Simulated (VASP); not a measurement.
Here is a VASP 6.6.1 calculation.

File INCAR:

```
PREC = Accurate
ENCUT = 520
EDIFF = 1E-7
ISMEAR = 0
SIGMA = 0.011
LREAL = F
LASPH = T
NELM = 100
ALGO = Normal
ISIF = 2
LWAVE = F
LCHARG = T
GGA = PE
LELF = T
LVHAR = T
NBANDS = 15
```

The input KPOINTS:

```
regular mesh
0
Gamma
  10 10 10
```

The input POSCAR:

```
TaN
1.0
    0.0000000000      2.2113230000      2.2113230000
    2.2113230000      0.0000000000      2.2113230000
    2.2113230000      2.2113230000      0.0000000000
Ta N
1 1
Direct
    0.5000000000      0.5000000000      0.5000000000
    0.0000000000      0.0000000000      0.0000000000
```

Potentials or basis: VASP PAW PBE potentials, release 64 (Ta_pv, N).

Command:

```bash
$ cat potpaw_PBE.64/Ta_pv/POTCAR potpaw_PBE.64/N/POTCAR > POTCAR
$ mpirun -np 1 vasp_std > vasp.out
```

Q: Estimate the band gap on the k mesh.

A: Zero (band 8 reaches 11.20 eV, above the bottom of band 9 at 7.29 eV).

Q: What does it give for the pressure?

A: -0.6 GPa.

Caveat: spin-orbit coupling is left out, which moves the levels of the heavy elements.
